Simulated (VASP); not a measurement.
# Sb (R-3m) in VASP: notebook

Runs on Sb. Level: PBE. Tasks: single point.

All numbers are computed with VASP 6.6.1; they aren't measurements. Logs are shortened: lines on timing, memory, paths and dates and some standing lists are left out, and cuts for length are marked.

**1. The cell of the first run**

The typed cell holds 1 atom: a = 3.210 Å, b = 3.210 Å, c = 3.210 Å, α = 90.03°, β = 90.03°, γ = 90.03°.

**2. Single point, PBE (volume scaled by 1.10, then relaxed in part)**

The input, INCAR:

```
PREC = Accurate
ENCUT = 520
EDIFF = 1E-6
ISMEAR = 0
SIGMA = 0.1
LREAL = F
LASPH = T
NELM = 80
ALGO = Normal
ISIF = 2
LWAVE = F
LCHARG = T
GGA = PE
LELF = T
LVHAR = T
NBANDS = 8
```

The input, KPOINTS:

```
Automatic mesh
0
Gamma
  18 18 18
```

The input, POSCAR:

```
Sb
1.0
    2.2704325290      1.3108348318      1.8522633799
   -2.2704325290      1.3108348318      1.8522633799
    0.0000000000     -2.6216696636      1.8522633799
Sb
1
Direct
    0.5000000000      0.5000000000      0.5000000000
```

Potentials or basis: VASP PAW PBE potentials, release 64 (Sb).

The run is started by

```console
cat potpaw_PBE.64/Sb/POTCAR > POTCAR
mpirun -np 1 vasp_std > vasp.out
```

OUTCAR:

```text
PREC = Accurate
   ENCUT = 520
   EDIFF = 1E-6
   ISMEAR = 0
   LREAL = F
   LASPH = T
   NELM = 80
   ISIF = 2
   GGA = PE

 ion  position               nearest neighbor table
   1  0.500  0.500  0.500-

  LATTYP: Found a trigonal (rhomboedric) cell.
 ALAT       =     3.2099893230
 COS(alpha) =    -0.0005528209

  Lattice vectors:

 A1 = (   2.2704325290,   1.3108348318,   1.8522633799)
 A2 = (  -2.2704325290,   1.3108348318,   1.8522633799)
 A3 = (   0.0000000000,  -2.6216696636,   1.8522633799)

Analysis of symmetry for initial positions (statically):
=====================================================================
 Subroutine PRICEL returns:
 Original cell was already a primitive cell.

 Routine SETGRP: Setting up the symmetry group for a
 trigonal (rhombohedral) supercell.

 Subroutine GETGRP returns: Found 12 space group operations
 (whereof 12 operations were pure point group operations)
 out of a pool of 12 trial point group operations.

The static configuration has the point symmetry D_3d.

Analysis of symmetry for dynamics (positions and initial velocities):
=====================================================================
 Subroutine PRICEL returns:
 Original cell was already a primitive cell.

 Routine SETGRP: Setting up the symmetry group for a
 trigonal (rhombohedral) supercell.

 Subroutine GETGRP returns: Found 12 space group operations
 (whereof 12 operations were pure point group operations)
 out of a pool of 12 trial point group operations.

The dynamic configuration has the point symmetry D_3d.

 Subroutine INISYM returns: Found 12 space group operations
 (whereof 12 operations are pure point group operations),
 and found     1 'primitive' translations

----------------------------------------------------------------------------------------

                                     Primitive cell

  volume of cell :      33.0758

  direct lattice vectors                    reciprocal lattice vectors
     2.270432529  1.310834832  1.852263380     0.220222356  0.127145436  0.179960008
    -2.270432529  1.310834832  1.852263380    -0.220222356  0.127145436  0.179960008
     0.000000000 -2.621669664  1.852263380     0.000000000 -0.254290873  0.179960008

  length of vectors
     3.209989323  3.209989323  3.209989323     0.311527611  0.311527611  0.311527611

  position of ions in fractional coordinates (direct lattice)
     0.500000000  0.500000000  0.500000000

  ion indices of the primitive-cell ions
   primitive index   ion index
                 1           1

----------------------------------------------------------------------------------------

 KPOINTS: Automatic mesh

Automatic generation of k-mesh.
 Grid dimensions read from file:
 generate k-points for:   18   18   18

 Generating k-lattice:

  Cartesian coordinates                     Fractional coordinates (reciprocal lattice)
     0.012234575  0.007063635  0.009997778     0.055555556  0.000000000  0.000000000
    -0.012234575  0.007063635  0.009997778     0.000000000  0.055555556  0.000000000
     0.000000000 -0.014127271  0.009997778     0.000000000  0.000000000  0.055555556

  Length of vectors
     0.017307090  0.017307090  0.017307090

  Shift w.r.t. Gamma in fractional coordinates (k-lattice)
     0.000000000  0.000000000  0.000000000

 Subroutine IBZKPT returns following result:
 ===========================================

 Found    580 irreducible k-points:

 Following reciprocal coordinates:
            Coordinates               Weight
  0.000000  0.000000  0.000000      1.000000
  0.055556  0.000000  0.000000      6.000000
  0.111111  0.000000  0.000000      6.000000
  0.166667  0.000000 -0.000000      6.000000
  0.222222  0.000000  0.000000      6.000000
  0.277778  0.000000 -0.000000      6.000000
[... 16 lines left out ...]
 -0.277778  0.055556 -0.000000     12.000000
 -0.222222  0.055556 -0.000000     12.000000
 [... further k-points ...]
   k-points           NKPTS =    580   k-points in BZ     NKDIM =    580   number of bands    NBANDS=      8
   number of dos      NEDOS =    301   number of ions     NIONS =      1
   total plane-waves  NPLWV =  13824
   dimension x,y,z NGX =    24 NGY =   24 NGZ =   24
   dimension x,y,z NGXF=    48 NGYF=   48 NGZF=   48
   ions per type =               1
   NGX,Y,Z   is equivalent  to a cutoff of  12.43, 12.43, 12.43 a.u.
   NGXF,Y,Z  is equivalent  to a cutoff of  24.86, 24.86, 24.86 a.u.
 SYSTEM =  unknown system
   PREC   = accura    normal or accurate (medium, high low for compatibility)
   ISTART =      0    job   : 0-new  1-cont  2-samecut
   ICHARG =      2    charge: 1-file 2-atom 10-const
   ISPIN  =      1    spin polarized calculation?
   LNONCOLLINEAR =      F non collinear calculations
   LSORBIT =      F    spin-orbit coupling
   LASPH  =      T    aspherical Exc in radial PAW
   ENCUT  =  520.0 eV  38.22 Ry    6.18 a.u.   5.97  5.97  5.97*2*pi/ulx,y,z
   NELM   =     80;   NELMIN=  2; NELMDL= -5     # of ELM steps
   EDIFF  = 0.1E-05   stopping-criterion for ELM
   LREAL  =      F    real-space projection
   EDIFFG = 0.1E-04   stopping-criterion for IOM
   NSW    =      0    number of steps for IOM
   IBRION =     -1    ionic relax: 0-MD 1-quasi-New 2-CG
   NFREE  =      0    steps in history (QN), initial steepest desc. (CG)
   ISIF   =      2    stress and relaxation
   ISYM   =      2    0-nonsym 1-usesym 2-fastsym
   POTIM  = 0.5000    time-step for ionic-motion
   TEBEG  =    0.0;   TEEND  =   0.0 temperature during run
   PSTRESS=    0.0 pullay stress
   NELECT =       5.0000    total number of electrons
   NUPDOWN=      -1.0000    fix difference up-down
   EMIN   =  10.00;   EMAX   =-10.00  energy-range for DOS
   EFERMI =   0.00;   METHOD = LEGACY
   ISMEAR =     0;   SIGMA  =   0.10  broadening in eV -4-tet -1-fermi 0-gaus
   EFERMI_NEDOS =   21; number of points for ismear=-14 and -15
   IALGO  =     38    algorithm
   IMIX   =      4    mixing-type and parameters
     AMIX     =   0.40;   BMIX     =  1.00
     AMIX_MAG =   1.60;   BMIX_MAG =  1.00
  volume/ion in A,a.u.               =      33.08       223.21
  Fermi-wavevector in a.u.,A,eV,Ry     =   0.872090  1.648011 10.347788  0.760541
  Thomas-Fermi vector in A             =   1.991290
   LORBIT       =      0    0 simple, 1 ext, 2 COOP (PROOUT), +10 PAW based schemes
   GGA     = PE    functional components
   LHFCALC =     F    Hartree Fock is set to
   AEXX    =    0.0000 exact exchange contribution
   IVDW    =     0    specifies the selected vdW correction
   LEPSILON=     F    determine dielectric tensor
   LRPA    =     F    only Hartree local field effects (RPA)
 non-spin polarized calculation
 Gauss-broadening in eV      SIGMA  =   0.10
  energy-cutoff  :      520.00
  volume of cell :       33.08
 maximum number of plane-waves:       912
   NGX = 11   NGY = 11   NGZ = 11

 number of electron       5.0000000 magnetization

 Free energy of the ion-electron system (eV)
  ---------------------------------------------------
  ext. energy  EPLUGINS =         0.00000000
  ---------------------------------------------------
  free energy    TOTEN  =        -4.04997964 eV

  energy without entropy =       -4.04744883  energy(sigma->0) =       -4.04871424

 E-fermi :   5.9039     XC(G=0):  -9.1888

 val. band max:        5.8518493977   @ k =  -0.3333   0.4444   0.3333
 cond. band min:       5.9238961642   @ k =   0.4444   0.3889   0.3333
 fundamental gap:      0.0720467665
 Fermi energy:         5.9039033137

 k-point     1 :       0.0000    0.0000    0.0000
  band No.  band energies     occupation
      1      -5.7431      2.00000
      2       8.8979      0.00000
      3       8.9016      0.00000
      4       8.9016      0.00000
      5      12.7242      0.00000
      6      12.7242      0.00000
      7      13.5494      0.00000
      8      22.9385      0.00000

 k-point     2 :       0.0556    0.0000    0.0000
  band No.  band energies     occupation
      1      -5.7031      2.00000
      2       8.3626      0.00000
      3       8.9374      0.00000
      4       8.9399      0.00000
      5      12.7578      0.00000
      6      13.0552      0.00000
      7      13.8554      0.00000
      8      22.4759      0.00000

 k-point     3 :       0.1111    0.0000    0.0000
  band No.  band energies     occupation
      1      -5.5840      2.00000
      2       7.2393      0.00000
      3       9.0507      0.00000
      4       9.0531      0.00000
      5      12.8584      0.00000
      6      13.3439      0.00000
      7      14.9840      0.00000
      8      21.6059      0.00000

 k-point     4 :       0.1667    0.0000   -0.0000
  band No.  band energies     occupation
      1      -5.3885      2.00000
      2       5.9879      0.23501
      3       9.2329      0.00000
      4       9.2353      0.00000
      5      13.0243      0.00000
      6      13.5707      0.00000
      7      16.4809      0.00000
      8      20.6684      0.00000

 k-point     5 :       0.2222    0.0000    0.0000
  band No.  band energies     occupation
      1      -5.1229      2.00000
      2       4.7601      2.00000
      3       9.4732      0.00000
      4       9.4757      0.00000
      5      13.2525      0.00000
      6      13.8486      0.00000
      7      18.0184      0.00000
      8      19.7529      0.00000
[... 177 lines left out ...]
 k-point    22 :      -0.3333    0.0556    0.0000
  band No.  band energies     occupation
      1      -4.3963      2.00000
      2       2.6450      2.00000
      3       9.5438      0.00000
      4      10.0891      0.00000
      5      14.1016      0.00000
      6      14.8749      0.00000
      7      17.2051      0.00000
      8      18.1871      0.00000

 k-point    23 :      -0.2778    0.0556   -0.0000
  band No.  band energies     occupation
      1      -4.7583      2.00000
      2       3.6573      2.00000
      3       9.2364      0.00000
      4       9.7940      0.00000
      5      13.7620      0.00000
      6      14.5366      0.00000
      7      17.9034      0.00000
      8      18.9333      0.00000

 k-point    24 :      -0.2222    0.0556   -0.0000
  band No.  band energies     occupation
      1      -5.0829      2.00000
      2       4.7993      2.00000
      3       8.9474      0.00000
      4       9.5129      0.00000
      5      13.4680      0.00000
      6      14.2328      0.00000
      7      17.9295      0.00000
      8      19.0873      0.00000

 [... further k-points ...]
[... 5 lines left out ...]
  --------------------------------------------------------------------------------------
  -------------------------------------------------------------------------------------
  Total       -0.8779077     -0.8779077     -0.8728818      0.0000000      0.0000000      0.0000000
  in kB      -42.5254477    -42.5254477    -42.2819930      0.0000000      0.0000000      0.0000000
  external PRESSURE =     -42.4442961 kB  Pullay stress =       0.0000000 kB

 VOLUME and BASIS-vectors are now :
 -----------------------------------------------------------------------------
  energy-cutoff  :      520.00
  volume of cell :       33.08
      direct lattice vectors                 reciprocal lattice vectors
     2.270432529  1.310834832  1.852263380     0.220222356  0.127145436  0.179960008
    -2.270432529  1.310834832  1.852263380    -0.220222356  0.127145436  0.179960008
     0.000000000 -2.621669664  1.852263380     0.000000000 -0.254290873  0.179960008

 POSITION                                       TOTAL-FORCE (eV/Angst)
 -----------------------------------------------------------------------------------
      0.00000      0.00000      2.77840         0.000000     -0.000000      0.000000
 -----------------------------------------------------------------------------------
    total drift:                                0.000000      0.000000     -0.000000

  FREE ENERGIE OF THE ION-ELECTRON SYSTEM (eV)
  ---------------------------------------------------
  free  energy   TOTEN  =        -4.0499796391 eV

  energy  without entropy=       -4.0474488323  energy(sigma->0) =       -4.04871424
```

Wall time 44 s (1 thread of AMD EPYC 9R45 (Zen 5), shared host); peak memory 0.23 GiB.

What came out:

```yaml
Free_energy: -4.0500 eV
Pressure: -4.2 GPa
```

Levels at points of the mesh, in eV from the Fermi level:
| k point | band 1 | band 2 | band 3 | band 4 | band 5 | band 6 | band 7 |
| --- | --- | --- | --- | --- | --- | --- | --- |
| (0.00, 0.00, 0.00) | -11.65 | 2.99 | 3.00 | 3.00 | 6.82 | 6.82 | 7.65 |
| (0.50, 0.00, 0.00) | -9.59 | -4.90 | 4.68 | 4.69 | 8.72 | 10.31 | 10.70 |
| (0.50, 0.50, 0.00) | -7.44 | -3.10 | -3.10 | 2.55 | 6.36 | 12.02 | 12.87 |
| (0.50, 0.50, 0.50) | -5.10 | -1.43 | -1.43 | -1.42 | 4.97 | 4.97 | 4.98 |

Caveat: spin-orbit coupling is left out, which moves the levels of the heavy elements.

**3. Single point, PBE (volume scaled by 0.88, then relaxed in part)**

The input, INCAR:

```
PREC = Accurate
ENCUT = 520
EDIFF = 1E-7
ISMEAR = 0
SIGMA = 0.1
LREAL = F
LASPH = T
NELM = 80
ALGO = Normal
ISIF = 2
LWAVE = F
LCHARG = F
GGA = PE
NBANDS = 8
```

The input, KPOINTS:

```
regular mesh
0
Gamma
  18 18 18
```

The input, POSCAR:

```
Sb
1.0
    2.1076828548      1.2168712636      1.7194890042
   -2.1076828548      1.2168712636      1.7194890042
    0.0000000000     -2.4337425272      1.7194890042
Sb
1
Direct
    0.5000000000      0.5000000000      0.5000000000
```

Potentials or basis: VASP PAW PBE potentials, release 64 (Sb).

The run is started by

```console
cat potpaw_PBE.64/Sb/POTCAR > POTCAR
mpirun -np 1 vasp_std > vasp.out
```

Run time: 44 s. Hardware: 1 thread of AMD EPYC 9R45 (Zen 5), shared host; peak memory 0.21 GiB.

The run converged. Its results:

- Free energy: -3.9990 eV
- Pressure: 9.5 GPa

Levels at points of the mesh, in eV from the Fermi level:
```
           k point  band 1  band 2  band 3  band 4  band 5  band 6  band 7  band 8
(0.00, 0.00, 0.00)  -13.40    3.54    3.54    3.54    7.02    7.02    8.99   18.28
(0.50, 0.00, 0.00)  -10.52   -6.48    5.98    5.98    9.33   10.87   11.47   11.78
(0.50, 0.50, 0.00)   -7.39   -4.13   -4.13    1.68    8.56   13.55   13.56   13.81
(0.50, 0.50, 0.50)   -3.78   -1.90   -1.90   -1.89    4.62    4.62    4.63    6.58
```

Caveat: spin-orbit coupling is left out, which moves the levels of the heavy elements.

**4. Single point, PBE (volume scaled by 0.91, then relaxed in part)**

The input, INCAR:

```
SYSTEM = Sb
PREC = Accurate
ENCUT = 520
EDIFF = 1E-6
ISMEAR = 0
SIGMA = 0.1
LREAL = .False.
LASPH = .True.
NELM = 100
ALGO = Normal
ISIF = 2
LWAVE = .False.
LCHARG = .True.
GGA = PE
LELF = .True.
LVHAR = .True.
NBANDS = 8
```

The input, KPOINTS:

```
regular mesh
0
Gamma
  18 18 18
  0 0 0
```

The input, POSCAR:

```
Sb
1.0
    2.1313666670      1.2305451189      1.7388107226
   -2.1313666670      1.2305451189      1.7388107226
    0.0000000000     -2.4610902379      1.7388107226
Sb
1
Direct
    0.5000000000      0.5000000000      0.5000000000
```

The run is started by

```console
cat potpaw_PBE.64/Sb/POTCAR > POTCAR
mpirun -np 1 vasp_std > vasp.out
```

Run time: 44 s. Hardware: 1 thread of AMD EPYC 9R45 (Zen 5), shared host; peak memory 0.21 GiB.

Results (log left out):

| Item | Value |
| --- | --- |
| Free energy | -4.0439 eV |
| Pressure | 6.5 GPa |

Levels at points of the mesh, in eV from the Fermi level:
| k point | band 1 | band 2 | band 3 | band 4 | band 5 | band 6 | band 7 | band 8 |
| --- | --- | --- | --- | --- | --- | --- | --- | --- |
| (0.00, 0.00, 0.00) | -13.12 | 3.45 | 3.46 | 3.46 | 6.98 | 6.98 | 8.77 | 18.09 |
| (0.50, 0.00, 0.00) | -10.36 | -6.23 | 5.76 | 5.77 | 9.22 | 10.79 | 11.47 | 11.67 |
| (0.50, 0.50, 0.00) | -7.40 | -3.97 | -3.97 | 1.82 | 8.18 | 13.46 | 13.47 | 13.52 |
| (0.50, 0.50, 0.50) | -4.02 | -1.83 | -1.83 | -1.82 | 4.67 | 4.67 | 4.68 | 6.68 |

Caveat: spin-orbit coupling is left out, which moves the levels of the heavy elements.

**5. Single point, PBE (volume scaled by 0.94, then relaxed in part)**

Edit INCAR of step 4 so:

```diff
@@ -8,3 +8,3 @@
 LASPH = .True.
-NELM = 100
+NELM = 80
 ALGO = Normal
```

The input, KPOINTS:

```
Automatic mesh
0
Gamma
  18 18 18
  0 0 0
```

The input, POSCAR:

```
Sb
1.0
    2.1545355111      1.2439216573      1.7577123200
   -2.1545355111      1.2439216573      1.7577123200
    0.0000000000     -2.4878433147      1.7577123200
Sb
1
Direct
    0.5000000000      0.5000000000      0.5000000000
```

The run is started by

```console
cat potpaw_PBE.64/Sb/POTCAR > POTCAR
mpirun -np 1 vasp_std > vasp.out
```

Run time: 41 s. Hardware: 1 thread of AMD EPYC 9R45 (Zen 5), shared host; peak memory 0.21 GiB.

It converged, with:

| Quantity | Value |
| --- | --- |
| Free energy | -4.0731 eV |
| Pressure | 4.0 GPa |

Levels at points of the mesh, in eV from the Fermi level:
| k point | band 1 | band 2 | band 3 | band 4 | band 5 | band 6 | band 7 | band 8 |
| --- | --- | --- | --- | --- | --- | --- | --- | --- |
| (0.00, 0.00, 0.00) | -12.84 | 3.37 | 3.38 | 3.38 | 6.94 | 6.94 | 8.57 | 17.91 |
| (0.50, 0.00, 0.00) | -10.22 | -5.99 | 5.57 | 5.57 | 9.12 | 10.71 | 11.48 | 11.57 |
| (0.50, 0.50, 0.00) | -7.41 | -3.82 | -3.81 | 1.95 | 7.84 | 13.25 | 13.37 | 13.38 |
| (0.50, 0.50, 0.50) | -4.23 | -1.76 | -1.76 | -1.75 | 4.72 | 4.72 | 4.73 | 6.78 |

Caveat: spin-orbit coupling is left out, which moves the levels of the heavy elements.

**6. Summary**

| cell | gap on the mesh (eV) | pressure (GPa) |
| --- | --- | --- |
| a = 3.210 Å, 1 atom | none | -4.2 |
| a = 2.980 Å, 1 atom | none | 9.5 |
| a = 3.013 Å, 1 atom | none | 6.5 |
| a = 3.046 Å, 1 atom | none | 4.0 |

Alike in all rows: task single point; level PBE; potentials or basis VASP PAW PBE potentials, release 64 (Sb); no spin polarisation; k mesh 18 × 18 × 18; cutoff (eV) 520; smearing gaussian 0.1 eV.

Caveats: spin-orbit coupling is left out, which moves the levels of the heavy elements.

Total energies depend on the potentials used, so only differences within one code and one set of settings carry meaning.
